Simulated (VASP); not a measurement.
Crystal: Lu.

```
Lu
1.0
     3.50310    0.00000    0.00000
    -1.75155    3.03377    0.00000
     0.00000    0.00000    5.55090
Lu
2
Cartesian
  0.0000 2.0225 1.3877
  1.7516 1.0113 4.1632
```

* Program: VASP 6.6.1
* Task: relaxation of cell and atoms
* Functional: PBEsol
* Potentials or basis: VASP PAW PBE potentials, release 64 (Lu)
* Cutoff: 600 eV
* k mesh: 8 × 8 × 5
* Occupations: fermi-dirac, width 0.1 eV
* Spin: no spin polarisation

At the start: pressure -2.8 GPa; volume 29.50 Å³/atom.

Problem. How do energy, volume and symmetry change on relaxing?

Solution. Over 8 steps the energy falls by 16.9 meV/atom and the volume is 27.74 Å³/atom (-5.9 %); space group P6_3/mmc (No. 194, to 0.05 Å).

Step by step:
| step | energy change (eV) | largest force (eV/Å) | pressure (GPa) | volume (Å³) |
| --- | --- | --- | --- | --- |
| 1 | 0.0000 | 0.0000 | -2.76 | 58.99 |
| 2 | -0.0322 | 0.0000 | 0.65 | 54.75 |
| 3 | -0.0334 | 0.0000 | 0.04 | 55.39 |
| 4 | -0.0338 | 0.0000 | 0.37 | 55.42 |
| 5 | -0.0339 | 0.0000 | 0.34 | 55.44 |
| 6 | -0.0336 | 0.0000 | -0.18 | 55.63 |
| 7 | -0.0338 | 0.0000 | -0.10 | 55.52 |
| 8 | -0.0339 | 0.0000 | -0.06 | 55.49 |

Final structure:
```
Lu
1.0
     3.45331    0.00000    0.00000
    -1.72665    2.99065    0.00000
     0.00000    0.00000    5.37265
Lu
2
Direct
  0.33333 0.66667 0.25000
  0.66667 0.33333 0.75000
```

Caveat: the PAW data sets were made with another functional, which shifts forces and pressure a little.
